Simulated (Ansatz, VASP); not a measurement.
**Two plane-wave programs on BN**

```
B N
1.0
     1.25112    0.72595    3.37293
    -1.25112    0.72595    3.37293
     0.00000   -1.45189    3.37293
B N
1 1
Direct
  0.99967 0.99967 0.99967
  0.33276 0.33276 0.33276
```

Change from the starting cell: strain +0.0050 x Voigt [0, 1, 0, 0, 0, 0], atoms carried along.

Alike in both runs: task single point; functional r2SCAN; k mesh 12 × 12 × 12; occupations gaussian, width 0.05 eV; no spin polarisation.

|  | VASP | Ansatz |
| --- | --- | --- |
| version | VASP 6.6.1 | Ansatz 0.2.0 |
| potentials or method | VASP PAW PBE potentials, release 64 (B, N), cutoff 520 eV | scalar-relativistic, plane waves, PAW |
| valence electrons in the cell | 8 | 8 |

|  | VASP | Ansatz | Ansatz less VASP |
| --- | --- | --- | --- |
| gap on the k mesh at the Fermi level (eV) | 4.80 | 4.77 | -0.032 |
| least direct gap on the mesh (eV) | 5.37 | 5.31 | -0.060 |
| pressure (GPa) | -1.7 | -2.1 | -0.39 |
| traceless stress, the component that is largest in VASP (GPa) | -2.81 | -3.14 | -0.324 |
| rms of the force components (eV/Å) | 0.032 | 0.032 | 0.0000 |

VASP's potentials were made for PBE, not for r2SCAN. Atom by atom the forces differ by 0.000 eV/Å (rms over components).
